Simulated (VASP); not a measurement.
Runs of VASP 6.6.1 on CuI. The structure is that of space group I-4m2 (No. 119), or close to it. The cells are those of the table. 

```tsv
level	cell	smearing	gap on the mesh (eV)	pressure (GPa)
PBE	a = 4.223, b = 4.223, c = 4.502 Å, angles 57.8, 57.8, 64.4°, 2 atoms	fermi-dirac 0.02 eV	1.02	(c)
PBE	a = 4.359, b = 4.359, c = 4.455 Å, angles 59.3, 59.3, 61.5°, 2 atoms	fermi-dirac 0.02 eV	0.93	-1.8
r2SCAN	a = 4.223, b = 4.223, c = 4.502 Å, angles 57.8, 57.8, 64.4°, 2 atoms	gaussian 0.01 eV	(b)	(a)
r2SCAN	a = 4.359, b = 4.359, c = 4.455 Å, angles 59.3, 59.3, 61.5°, 2 atoms	gaussian 0.01 eV	1.39	-3.1
```

Alike in all rows: task single point; potentials or basis VASP PAW PBE potentials, release 64 (Cu, I); no spin polarisation; k mesh 8 × 8 × 8; cutoff (eV) 520.

Question: Estimate the missing entries.

Answer: (a) -1.4; (b) 1.50; (c) -0.2.

Caveats: spin-orbit coupling is left out, which moves the levels of the heavy elements; the PAW data sets were made with another functional, which shifts forces and pressure a little (at least some runs); the cell stands under tension (at least some runs).

A k mesh can miss the band edges, and the runs leave out spin-orbit coupling on I.
